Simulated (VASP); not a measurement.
# WS2 (Cm) in VASP: further runs, part 2 of 3

VASP 6.6.1.

## (3) Electric field gradients, PBEsol (shortest bond scaled by 1.1)

The input, INCAR:

```
ALGO = Normal
EDIFF = 1E-8
ENCUT = 520
GGA = PS
ISIF = 2
ISMEAR = -1
LASPH = True
LCHARG = False
LEFG = True
LREAL = False
LWAVE = False
NBANDS = 20
NELM = 60
PREC = Accurate
SIGMA = 0.05
```

The input, KPOINTS:

```
k-points
0
Gamma
  11 11 11
```

The input, POSCAR:

```
WS2
1.0
    1.5790000000      0.9116360751      6.1633333333
   -1.5790000000      0.9116360751      6.1633333333
    0.0000000000     -1.8232721501      6.1633333333
W S
1 2
Direct
    0.0375150000     -0.0124850000     -0.0124850000
    0.2121850000      0.2621850000      0.2621850000
    0.4190000000      0.4190000000      0.4190000000
```

Potentials or basis: VASP PAW PBE potentials, release 64 (W_sv, S).

The run is started by

```bash
cat potpaw_PBE.64/W_sv/POTCAR potpaw_PBE.64/S/POTCAR > POTCAR
mpirun -np 1 vasp_std > vasp.out
```

OUTCAR:

```text
EDIFF = 1E-8
   ENCUT = 520
   GGA = PS
   ISIF = 2
   ISMEAR = -1
   LASPH = True
   LREAL = False
   NELM = 60
   PREC = Accurate

 ion  position               nearest neighbor table
   1  0.038  0.988  0.988-   3 2.33   3 2.33   2 2.43   2 2.43   3 2.44   2 2.63
   2  0.212  0.262  0.262-   1 2.43   1 2.43   1 2.63
   3  0.419  0.419  0.419-   1 2.33   1 2.33   1 2.44

  LATTYP: Found a trigonal (rhomboedric) cell.
 ALAT       =     6.4273633094
 COS(alpha) =     0.8792940837

  Lattice vectors:

 A1 = (   1.5790000000,   0.9116360751,   6.1633333333)
 A2 = (  -1.5790000000,   0.9116360751,   6.1633333333)
 A3 = (   0.0000000000,  -1.8232721501,   6.1633333333)

Analysis of symmetry for initial positions (statically):
=====================================================================
 Subroutine PRICEL returns:
 Original cell was already a primitive cell.

 Routine SETGRP: Setting up the symmetry group for a
 trigonal (rhombohedral) supercell.

 Subroutine GETGRP returns: Found  2 space group operations
[... 746 lines left out ...]
 POSITION                                       TOTAL-FORCE (eV/Angst)
 -----------------------------------------------------------------------------------
     -1.50005     -0.86605     12.40399        -2.104321     -1.214930     -2.721760
     -0.07895     -0.04558      4.53963         1.129383      0.652050      1.805256
      0.00000      0.00000      7.74731         0.974938      0.562881      0.916504
 -----------------------------------------------------------------------------------
    total drift:                                0.000002      0.000001     -0.000106

  FREE ENERGIE OF THE ION-ELECTRON SYSTEM (eV)
  ---------------------------------------------------
  free  energy   TOTEN  =       -24.9185962185 eV

  energy  without entropy=      -24.9185928534  energy(sigma->0) =      -24.91859454

 Electric field gradients (V/A^2)
---------------------------------------------------------------------
 ion       V_xx      V_yy      V_zz      V_xy      V_xz      V_yz
---------------------------------------------------------------------
   1     108.049    32.077  -140.126    65.794    24.032    13.875
   2      12.504    10.820   -23.324     1.458    24.302    14.031
   3      25.785    25.162   -50.947     0.539   -14.324    -8.270
---------------------------------------------------------------------

 Electric field gradients after diagonalization (V/A^2)
 (convention: |V_zz| > |V_xx| > |V_yy|)
----------------------------------------------------------------------
 ion       V_xx      V_yy      V_zz     asymmetry (V_yy - V_xx)/ V_zz
----------------------------------------------------------------------
   1    -142.792    -5.909   148.701       0.921
   2      28.531     9.979   -38.510       0.482
   3      29.497    24.851   -54.348       0.085
----------------------------------------------------------------------

           NMR quadrupolar parameters

 Cq : quadrupolar parameter    Cq=e*Q*V_zz/h
 eta: asymmetry parameters     (V_yy - V_xx)/ V_zz
 Q  : nuclear electric quadrupole moment in mb (millibarn)
----------------------------------------------------------------------
 ion       Cq(MHz)       eta       Q (mb)
----------------------------------------------------------------------
   1       0.360       0.921       1.000
   2      -0.093       0.482       1.000
   3      -0.131       0.085       1.000
----------------------------------------------------------------------
```

OSZICAR:

```text
N       E                     dE             d eps       ncg     rms          rms(c)
DAV:   1     0.197037920397E+03    0.19704E+03   -0.13043E+04 14640   0.129E+03
DAV:   2    -0.157392618554E+02   -0.21278E+03   -0.20583E+03 17012   0.346E+02
DAV:   3    -0.260982324604E+02   -0.10359E+02   -0.10239E+02 18544   0.710E+01
DAV:   4    -0.262462781610E+02   -0.14805E+00   -0.14793E+00 17528   0.910E+00
DAV:   5    -0.262487301894E+02   -0.24520E-02   -0.24519E-02 18320   0.124E+00    0.268E+01
DAV:   6    -0.251454225025E+02    0.11033E+01   -0.65700E+00 16188   0.166E+01    0.108E+01
DAV:   7    -0.249997757924E+02    0.14565E+00   -0.20221E+00 15516   0.736E+00    0.560E+00
DAV:   8    -0.249199366315E+02    0.79839E-01   -0.41722E-01 16464   0.398E+00    0.141E+00
DAV:   9    -0.249191765138E+02    0.76012E-03   -0.17931E-02 18740   0.878E-01    0.567E-01
DAV:  10    -0.249185656539E+02    0.61086E-03   -0.44144E-03 16704   0.464E-01    0.117E-01
DAV:  11    -0.249185948992E+02   -0.29245E-04   -0.44626E-04 16436   0.136E-01    0.868E-02
DAV:  12    -0.249185900395E+02    0.48597E-05   -0.37356E-05 18096   0.417E-02    0.269E-02
DAV:  13    -0.249185963099E+02   -0.62704E-05   -0.74307E-06 16544   0.202E-02    0.729E-03
DAV:  14    -0.249185961251E+02    0.18470E-06   -0.11975E-06 18516   0.607E-03    0.259E-03
DAV:  15    -0.249185961929E+02   -0.67712E-07   -0.17450E-07 16764   0.288E-03    0.177E-03
DAV:  16    -0.249185962147E+02   -0.21822E-07   -0.11307E-08 12560   0.649E-04    0.637E-04
DAV:  17    -0.249185962185E+02   -0.38194E-08   -0.26469E-09 10144   0.380E-04
   1 F= -.24918596E+02 E0= -.24918595E+02  d E =-.336506E-05
```

stdout:

```text
POSCAR found type information on POSCAR W S
 POSCAR found :  2 types and       3 ions
 scaLAPACK will be used
 -----------------------------------------------------------------------------
|                                                                             |
|                                                                             |
|     You enforced a specific xc type in the INCAR file but a different       |
|     I HOPE YOU KNOW WHAT YOU ARE DOING!                                     |
|                                                                             |
 -----------------------------------------------------------------------------

 LDA part: xc-table for (Slater+PW92), standard interpolation
 POSCAR, INCAR and KPOINTS ok, starting setup
 FFT: planning ... GRIDC
 FFT: planning ... GRID_SOFT
 FFT: planning ... GRID
 WAVECAR not read
 entering main loop
ion   1
     0.0000661    -1.0899140    -0.1427134     0.2774932    -0.2471868    -0.6292622
     0.0000910    -1.0899140    -0.1427134     0.2774932    -0.2471868    -0.6292622
     0.0001253    -1.0899140    -0.1427134     0.2774933    -0.2471868    -0.6292622
     0.0001726    -1.0899140    -0.1427134     0.2774933    -0.2471868    -0.6292622
[... 23 lines left out ...]
     0.0000369    -0.5469121     7.6917981    41.2298138    13.3225851    -0.3157599
     0.0000508    -0.5469116     7.6917850    41.2297432    13.3225624    -0.3157596
     0.0000700    -0.5469107     7.6917632    41.2296259    13.3225246    -0.3157590
     0.0000964    -0.5469092     7.6917272    41.2294324    13.3224624    -0.3157582
```

Run time: 6.9 min. Hardware: 1 thread of Intel Xeon 6975P-C (Granite Rapids), shared host; peak memory 0.58 GiB.

What came out:

- Free energy: -24.9186 eV
- Pressure: -2.5 GPa
- Largest force: 3.649 eV/Å
- Band gap on the k mesh: 0.75 eV (least direct gap 1.51 eV)
- Largest electric field gradient by atom: W +148.7; S -38.5, -54.3 V/Å²

Forces on the atoms (eV/Å):
```
W   -2.104 -1.215 -2.722
S    1.129  0.652  1.805
S    0.975  0.563  0.917
```

Levels at points of the mesh, in eV from the valence-band top:
| k point | band 9 | band 10 | band 11 | band 12 | band 13 | band 14 | band 15 | band 16 | band 17 | band 18 |
| --- | --- | --- | --- | --- | --- | --- | --- | --- | --- | --- |
| (0.00, 0.00, 0.00) | -3.34 | -2.41 | -1.92 | -1.27 | -0.91 | 1.47 | 2.08 | 2.70 | 3.02 | 4.94 |

Electric field gradients, principal values (V/Å²):
| atom | least | middle | greatest (by size) |
| --- | --- | --- | --- |
| 1 W | -5.909 | -142.792 | 148.701 |
| 2 S | 9.979 | 28.531 | -38.510 |
| 3 S | 24.851 | 29.497 | -54.348 |

Caveat: the cell differs from its parent crystal (shortest bond scaled by 1.1); without QUAD_EFG the Cq values of the log hold for a quadrupole moment of 1 mb, not for the nuclei; the PAW data sets were made with another functional, which shifts forces and pressure a little; spin-orbit coupling is left out, which moves the levels of the heavy elements; an odd mesh through Γ misses points on the zone boundary, where band edges can lie.

[end of part 2 of 3]
